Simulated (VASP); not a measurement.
# N (P4_2/mnm) in VASP: notebook

The runs below take N through single point, with PBE, PBE+D3(BJ), PBE+D4, LDA.

All numbers are computed with VASP 6.6.1; they aren't measurements. Logs are shortened: lines on timing, memory, paths and dates and some standing lists are left out, and cuts for length are marked.

**1. The cell of the first run**

The structure is tetragonal, space group P4_2/mnm (No. 136). Conventional cell: a = 3.961 Å, b = 3.961 Å, c = 5.133 Å, α = 90.00°, β = 90.00°, γ = 90.00°. N (site symmetry m2m) has 1 N at 1.09 Å within 1.5 Å.

**2. Single point, PBE**

The input, INCAR:

```
ALGO = Normal
EDIFF = 1E-7
ENCUT = 520
GGA = PE
ISIF = 2
ISMEAR = 0
LASPH = True
LCHARG = False
LREAL = False
LWAVE = False
NBANDS = 18
NELM = 100
PREC = Accurate
SIGMA = 0.01
```

The input, KPOINTS:

```
k-points
0
Gamma
  4 4 4
```

The input, POSCAR:

```
N
1.0
    3.9609740433      0.0000000000      0.0000000000
    0.0000000000      3.9609740433      0.0000000000
    0.0000000000      0.0000000000      5.1331803146
N
4
Direct
    0.9024068167      0.9024068167      0.0000000000
    0.5975931833      0.4024068167      0.5000000000
    0.0975931833      0.0975931833      0.0000000000
    0.4024068167      0.5975931833      0.5000000000
```

Potentials or basis: VASP PAW PBE potentials, release 64 (N).

Launch:

```sh
$ cat potpaw_PBE.64/N/POTCAR > POTCAR
$ mpirun -np 1 vasp_std > vasp.out
```

OUTCAR:

```text
EDIFF = 1E-7
   ENCUT = 520
   GGA = PE
   ISIF = 2
   ISMEAR = 0
   LASPH = True
   LREAL = False
   NELM = 100
   PREC = Accurate

 ion  position               nearest neighbor table
   1  0.902  0.902  0.000-   3 1.09
   2  0.598  0.402  0.500-   4 1.09
   3  0.098  0.098  0.000-   1 1.09
   4  0.402  0.598  0.500-   2 1.09

  LATTYP: Found a simple tetragonal cell.
 ALAT       =     3.9609740433
 C/A-ratio  =     1.2959388924

  Lattice vectors:

 A1 = (   3.9609740433,   0.0000000000,   0.0000000000)
 A2 = (   0.0000000000,   3.9609740433,   0.0000000000)
 A3 = (   0.0000000000,   0.0000000000,   5.1331803146)

Analysis of symmetry for initial positions (statically):
=====================================================================
 Subroutine PRICEL returns:
 Original cell was already a primitive cell.

 Routine SETGRP: Setting up the symmetry group for a
 simple tetragonal supercell.

 Subroutine GETGRP returns: Found 16 space group operations
 (whereof  8 operations were pure point group operations)
 out of a pool of 16 trial point group operations.

The static configuration has the point symmetry D_2h.
 The point group associated with its full space group is D_4h.

Analysis of symmetry for dynamics (positions and initial velocities):
=====================================================================
 Subroutine PRICEL returns:
 Original cell was already a primitive cell.

 Routine SETGRP: Setting up the symmetry group for a
 simple tetragonal supercell.

 Subroutine GETGRP returns: Found 16 space group operations
 (whereof  8 operations were pure point group operations)
 out of a pool of 16 trial point group operations.

The dynamic configuration has the point symmetry D_2h.
 The point group associated with its full space group is D_4h.

 Subroutine INISYM returns: Found 16 space group operations
 (whereof  8 operations are pure point group operations),
 and found     1 'primitive' translations

----------------------------------------------------------------------------------------

                                     Primitive cell

  volume of cell :      80.5361

[... 80 lines left out ...]
   LNONCOLLINEAR =      F non collinear calculations
   LSORBIT =      F    spin-orbit coupling
   LASPH  =      T    aspherical Exc in radial PAW
   ENCUT  =  520.0 eV  38.22 Ry    6.18 a.u.   7.36  7.36  9.54*2*pi/ulx,y,z
   NELM   =    100;   NELMIN=  2; NELMDL= -5     # of ELM steps
   EDIFF  = 0.1E-06   stopping-criterion for ELM
   LREAL  =      F    real-space projection
   EDIFFG = 0.1E-05   stopping-criterion for IOM
   NSW    =      0    number of steps for IOM
   IBRION =     -1    ionic relax: 0-MD 1-quasi-New 2-CG
   NFREE  =      0    steps in history (QN), initial steepest desc. (CG)
   ISIF   =      2    stress and relaxation
   ISYM   =      2    0-nonsym 1-usesym 2-fastsym
   POTIM  = 0.5000    time-step for ionic-motion
   TEBEG  =    0.0;   TEEND  =   0.0 temperature during run
   PSTRESS=    0.0 pullay stress
   NELECT =      20.0000    total number of electrons
   NUPDOWN=      -1.0000    fix difference up-down
   EMIN   =  10.00;   EMAX   =-10.00  energy-range for DOS
   EFERMI =   0.00;   METHOD = LEGACY
   ISMEAR =     0;   SIGMA  =   0.01  broadening in eV -4-tet -1-fermi 0-gaus
   EFERMI_NEDOS =   21; number of points for ismear=-14 and -15
   IALGO  =     38    algorithm
   IMIX   =      4    mixing-type and parameters
     AMIX     =   0.40;   BMIX     =  1.00
     AMIX_MAG =   1.60;   BMIX_MAG =  1.00
  volume/ion in A,a.u.               =      20.13       135.87
  Fermi-wavevector in a.u.,A,eV,Ry     =   1.029014  1.944555 14.406801  1.058870
  Thomas-Fermi vector in A             =   2.163040
   LORBIT       =      0    0 simple, 1 ext, 2 COOP (PROOUT), +10 PAW based schemes
   GGA     = PE    functional components
   LHFCALC =     F    Hartree Fock is set to
   AEXX    =    0.0000 exact exchange contribution
   IVDW    =     0    specifies the selected vdW correction
   LEPSILON=     F    determine dielectric tensor
   LRPA    =     F    only Hartree local field effects (RPA)
 non-spin polarized calculation
 Gauss-broadening in eV      SIGMA  =   0.01
  energy-cutoff  :      520.00
  volume of cell :       80.54
 maximum number of plane-waves:      2212
 NGX is ok and might be reduce to    30
   NGX = 15   NGY = 15   NGZ = 19

 number of electron      19.9999994 magnetization

 Free energy of the ion-electron system (eV)
  ---------------------------------------------------
  ext. energy  EPLUGINS =         0.00000000
  ---------------------------------------------------
  free energy    TOTEN  =       -33.22064283 eV

  energy without entropy =      -33.22064283  energy(sigma->0) =      -33.22064283

 E-fermi :  -5.8511     XC(G=0):  -6.8563

 val. band max:       -5.9816532240   @ k =   0.5000   0.5000   0.5000
 cond. band min:       0.8200645180   @ k =   0.0000   0.0000   0.0000
 fundamental gap:      6.8017177420
 Fermi energy:        -5.8510828374

 k-point     1 :       0.0000    0.0000    0.0000
  band No.  band energies     occupation
      1     -24.6361      2.00000
      2     -24.5470      2.00000
      3      -9.2985      2.00000
      4      -9.2985      2.00000
      5      -8.2376      2.00000
      6      -7.5301      2.00000
[... 355 lines left out ...]
      5      -8.0296      2.00000
      6      -8.0296      2.00000
[... 10 lines left out ...]
     17       9.1755      0.00000
     18       9.1755      0.00000

------------------------ aborting loop because EDIFF is reached ----------------------------------------

  FORCE on cell =-STRESS in cart. coord.  units (eV):
  Direction    XX          YY          ZZ          XY          YZ          ZX
  --------------------------------------------------------------------------------------
  -------------------------------------------------------------------------------------
  Total        3.7680319      3.7680319      0.4218033      0.0000000      0.0000000      0.0000000
  in kB       74.9608733     74.9608733      8.3913148      0.0000000      0.0000000      0.0000000
  external PRESSURE =      52.7710205 kB  Pullay stress =       0.0000000 kB

 VOLUME and BASIS-vectors are now :
 -----------------------------------------------------------------------------
  energy-cutoff  :      520.00
  volume of cell :       80.54
      direct lattice vectors                 reciprocal lattice vectors
     3.960974043  0.000000000  0.000000000     0.252463154  0.000000000  0.000000000
     0.000000000  3.960974043  0.000000000     0.000000000  0.252463154  0.000000000
     0.000000000  0.000000000  5.133180315     0.000000000  0.000000000  0.194811002

 POSITION                                       TOTAL-FORCE (eV/Angst)
 -----------------------------------------------------------------------------------
      3.57441      3.57441      0.00000        -2.196489     -2.196489      0.000000
      2.36705      1.59392      2.56659         2.196489     -2.196489      0.000000
      0.38656      0.38656      0.00000         2.196489      2.196489     -0.000000
      1.59392      2.36705      2.56659        -2.196489      2.196489     -0.000000
 -----------------------------------------------------------------------------------
    total drift:                               -0.000000     -0.000000     -0.000000

  FREE ENERGIE OF THE ION-ELECTRON SYSTEM (eV)
  ---------------------------------------------------
  free  energy   TOTEN  =       -33.2206428281 eV

  energy  without entropy=      -33.2206428281  energy(sigma->0) =      -33.22064283
```

OSZICAR:

```text
N       E                     dE             d eps       ncg     rms          rms(c)
DAV:   1     0.880675778788E+02    0.88068E+02   -0.89415E+03   648   0.932E+02
DAV:   2    -0.289340166384E+02   -0.11700E+03   -0.11249E+03   864   0.218E+02
DAV:   3    -0.349692693618E+02   -0.60353E+01   -0.59986E+01   714   0.533E+01
DAV:   4    -0.350153219188E+02   -0.46053E-01   -0.46033E-01   756   0.561E+00
DAV:   5    -0.350157511076E+02   -0.42919E-03   -0.42915E-03   714   0.488E-01    0.115E+01
DAV:   6    -0.335543334329E+02    0.14614E+01   -0.16846E+00   688   0.888E+00    0.661E+00
DAV:   7    -0.332287971257E+02    0.32554E+00   -0.11000E+00   778   0.719E+00    0.188E+00
DAV:   8    -0.332210793686E+02    0.77178E-02   -0.74255E-02   690   0.205E+00    0.248E-01
DAV:   9    -0.332205432398E+02    0.53613E-03   -0.31790E-03   698   0.419E-01    0.113E-01
DAV:  10    -0.332206437171E+02   -0.10048E-03   -0.15963E-04   688   0.117E-01    0.344E-02
DAV:  11    -0.332206425778E+02    0.11392E-05   -0.71633E-06   736   0.244E-02    0.355E-03
DAV:  12    -0.332206425666E+02    0.11200E-07   -0.13755E-06   698   0.900E-03    0.506E-03
DAV:  13    -0.332206427983E+02   -0.23169E-06   -0.11440E-07   624   0.275E-03    0.531E-04
DAV:  14    -0.332206428281E+02   -0.29799E-07   -0.29105E-08   380   0.129E-03
   1 F= -.33220643E+02 E0= -.33220643E+02  d E =-.160337E-77
```

stdout:

```text
POSCAR found type information on POSCAR N
 POSCAR found :  1 types and       4 ions
 scaLAPACK will be used
 LDA part: xc-table for (Slater+PW92), standard interpolation
 POSCAR, INCAR and KPOINTS ok, starting setup
 FFT: planning ... GRIDC
 FFT: planning ... GRID_SOFT
 FFT: planning ... GRID
 WAVECAR not read
 entering main loop
```

Wall time 9.1 s (1 thread of Intel Xeon 6975P-C (Granite Rapids), shared host); peak memory 0.17 GiB.

What came out:

```
Free energy            : -33.2206 eV
Pressure               : 5.3 GPa
Largest force          : 3.106 eV/Å
Band gap on the k mesh : 6.80 eV (least direct gap 7.04 eV)
```

Forces on the atoms (eV/Å):
```
N   -2.196 -2.196  0.000
N    2.196 -2.196  0.000
N    2.196  2.196  0.000
N   -2.196  2.196  0.000
```

Caveat: the standard files for N, O and F lose accuracy on very short bonds; the cell stands under pressure; this functional lacks dispersion, which holds the molecules together, so the pressure and a relaxed volume are unreliable; forces of over 1 eV/Å act on the atoms, so gaps and moduli don't describe the material at rest. A k mesh can miss the band edges.

(Continued in part 2 of 2.)
